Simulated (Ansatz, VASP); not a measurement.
Al4In: VASP beside Ansatz

```xyz
5
Lattice="-3.1310 3.1310 3.1310 3.1310 -3.1310 3.1310 3.1310 3.1310 -3.1310" Properties=species:S:1:pos:R:3 pbc="T T T"
Al    1.5655    1.5655    1.5655
Al   -1.5655    1.5655    1.5655
Al    1.5655    1.5655   -1.5655
Al    1.5655   -1.5655    1.5655
In    0.0000    0.0000    0.0000
```

Change from the starting cell: species swapped into the GeF4 type (I-43m, No. 217).

Alike in both runs: functional PBE; k mesh 4 × 4 × 4; occupations gaussian, width 0.1 eV; no spin polarisation.

Ansatz relaxed the structure, and its values are those at the end. VASP's run is a single point on that final structure, the one shown.

```csv
,VASP,Ansatz
version,VASP 6.6.1,Ansatz 0.2.0
potentials or method,"VASP PAW PBE potentials, release 64 (Al, In_d), cutoff 520 eV","scalar-relativistic, plane waves, PAW"
valence electrons in the cell,25,25
```

|  | VASP | Ansatz | Ansatz less VASP |
| --- | --- | --- | --- |
| gap on the k mesh at the Fermi level (eV) | none | none | - |
| pressure (GPa) | 0.0 | 0.0 | +0.03 |

A gap of «none» marks a metal or a gap that the smearing closes. The functional is the same, so the differences come from potentials, cutoffs and numerics.
